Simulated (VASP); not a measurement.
Write the native input for VASP 6.6.1 that does the following.

- Task: single point
- Functional: PBE
- Potentials or basis: VASP PAW PBE potentials, release 64 (Sc_sv, F)
- Cutoff: 520 eV
- k mesh: 10 × 10 × 8
- Occupations: gaussian, width 0.1 eV
- Spin: no spin polarisation
- Dipole correction: no
- Further INCAR settings: ALGO = Normal; EDIFF = 1e-06; NBANDS = 26

The structure of ScF lies in POSCAR:

```
ScF
1.0
    3.4953290046      0.0000000000      0.0000000000
    0.0000000000      3.4953290046      0.0000000000
    0.0000000000      0.0000000000      5.1960250886
Sc F
2 2
Direct
    0.5000000000      0.0000000000      0.7294865533
    0.0000000000      0.5000000000      0.2705134467
    0.5000000000      0.5000000000      0.0000000000
    0.0000000000      0.0000000000      0.0000000000
```

The input as run:

INCAR

```
PREC = Accurate ; ENCUT = 520
EDIFF = 1E-6 ; ISMEAR = 0
SIGMA = 0.1 ; LREAL = F
LASPH = T ; NELM = 100
ALGO = Normal ; ISIF = 2
LWAVE = F ; LCHARG = F
GGA = PE ; NBANDS = 26
```

KPOINTS

```
regular mesh
0
Gamma
  10 10 8
```

Potentials or basis: VASP PAW PBE potentials, release 64 (Sc_sv, F).

Command:

```bash
$ cat potpaw_PBE.64/Sc_sv/POTCAR potpaw_PBE.64/F/POTCAR > POTCAR
$ mpirun -np 1 vasp_std > vasp.out
```

It gave:

* Pressure: 0.2 GPa
* Largest force: 0.059 eV/Å
* Band gap on the k mesh: zero (band 18 reaches 4.60 eV, above the bottom of band 19 at 4.34 eV)

It took 5.1 min on 1 thread of AMD EPYC 7R13, with other jobs on the host, peak memory 0.24 GiB.
